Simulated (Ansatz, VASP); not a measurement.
One calculation of Sc, two programs

INCAR

```
PREC = Accurate
ENCUT = 500
EDIFF = 1E-6
ISMEAR = 1
SIGMA = 0.3
LREAL = F
LASPH = T
NELM = 120
ALGO = Normal
ISIF = 2
LWAVE = F
LCHARG = F
GGA = CA
NBANDS = 18
GGA_COMPAT = F
```

Contents of KPOINTS:

```
regular mesh
0
Gamma
  11 11 6
```

The input POSCAR:

```
Sc
1.0
    3.2269060027      0.0000000000      0.0000000000
   -1.6134530014      2.7945825740      0.0000000000
    0.0000000000      0.0000000000      5.0094253455
Sc
2
Direct
    0.3333333333      0.6666666667      0.2500000000
    0.6666666667      0.3333333333      0.7500000000
```

Input for Ansatz:

```yaml
crystal:
  lattice:
    - [3.2269060027, 0.0, 0.0]
    - [-1.6134530014, 2.794582574, 0.0]
    - [0.0, 0.0, 5.0094253455]
  atoms:
    - { symbol: Sc, position: [0.3333333333, 0.6666666667, 0.25] }
    - { symbol: Sc, position: [0.6666666667, 0.3333333333, 0.75] }
hamiltonian:
  xc: lda
  pseudopotentials:
    kind: paw
    azcp:
      Sc: "pseudopotentials/Sc.paw.azcp"
basis:
  ecutwfc: 420
  fft_grid_basis: typed
kpoints:
  mp_grid: { grid: [11, 11, 6], shift: [0, 0, 0] }
magnetization:
  spin_polarized: false
scf:
  occupations: { method: cold, width: 0.3 }
  lower_state_search: "off"
output:
  stress: true
```

Alike in both runs: task single point; functional LDA; k mesh 11 × 11 × 6; no spin polarisation.

|  | VASP | Ansatz |
| --- | --- | --- |
| version | VASP 6.6.1 | Ansatz 0.2.0 |
| potentials or method | VASP PAW LDA potentials, release 64 (Sc_sv), cutoff 500 eV | plane waves (420 eV) with PAW, scalar-relativistic |
| occupations | methfessel-paxton of order 1, width 0.3 eV | cold, width 0.3 eV |
| valence electrons in the cell | 22 | 22 |

Ansatz gave:

| Property | Result |
| --- | --- |
| pressure (GPa) | -0.2 |
| traceless stress, the component that is largest in VASP (GPa) | -0.17 |

Task: Estimate VASP's values.

Result: Pressure (GPa): -0.1; traceless stress, the component that is largest in VASP (GPa): -0.26.

Ansatz warns that its potentials were made for another functional, while VASP's fit it. LDA's correlation is that of Perdew and Zunger in VASP and of Perdew and Wang (1992) in Ansatz.
